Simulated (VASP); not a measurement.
Input of a VASP 6.6.1 run:

The input INCAR:

```
  PREC = Accurate
  ENCUT = 520
  EDIFF = 1E-7
  ISMEAR = 0
  SIGMA = 0.05
  LREAL = False
  LASPH = True
  NELM = 80
  ALGO = Normal
  ISIF = 2
  LWAVE = False
  LCHARG = False
  GGA = PE
  NBANDS = 35
```

The input KPOINTS:

```
regular mesh
0
Gamma
  6 6 10
```

File POSCAR:

```
SnO2
1.0
    4.6678304828      0.0000000000      0.0000000000
    0.0000000000      4.6678436940      0.0000000000
    0.0000000000      0.0000000000      3.0480933053
Sn O
2 4
Direct
    0.5000000000      0.5000000000      0.5000000000
    0.0000000000      0.0000000000      0.0000000000
    0.2648086178      0.3427910078      0.0000000000
    0.7648086178      0.1572089922      0.5000000000
    0.2351913822      0.8427910078      0.5000000000
    0.7351913822      0.6572089922      0.0000000000
```

Potentials or basis: VASP PAW PBE potentials, release 64 (Sn_d, O).

Command:

```bash
$ cat potpaw_PBE.64/Sn_d/POTCAR potpaw_PBE.64/O/POTCAR > POTCAR
$ mpirun -np 1 vasp_std > vasp.out
```

Question: What does it give for the pressure?

Answer: 28.3 GPa.

Question: Predict the band gap on the k mesh.

Answer: 2.32 eV (least direct gap 2.34 eV).

Question: What does it give for the largest force?

Answer: 0.031 eV/Å.

Forces in eV/Å, atoms in the order of the input:
```
Sn   0.000  0.000  0.000
Sn   0.000  0.000  0.000
O   -0.029 -0.010  0.000
O   -0.029  0.010  0.000
O    0.029 -0.010  0.000
O    0.029  0.010  0.000
```

Caveat: the cell stands under pressure; spin-orbit coupling is left out, which moves the levels of the heavy elements. A k mesh can miss the band edges.
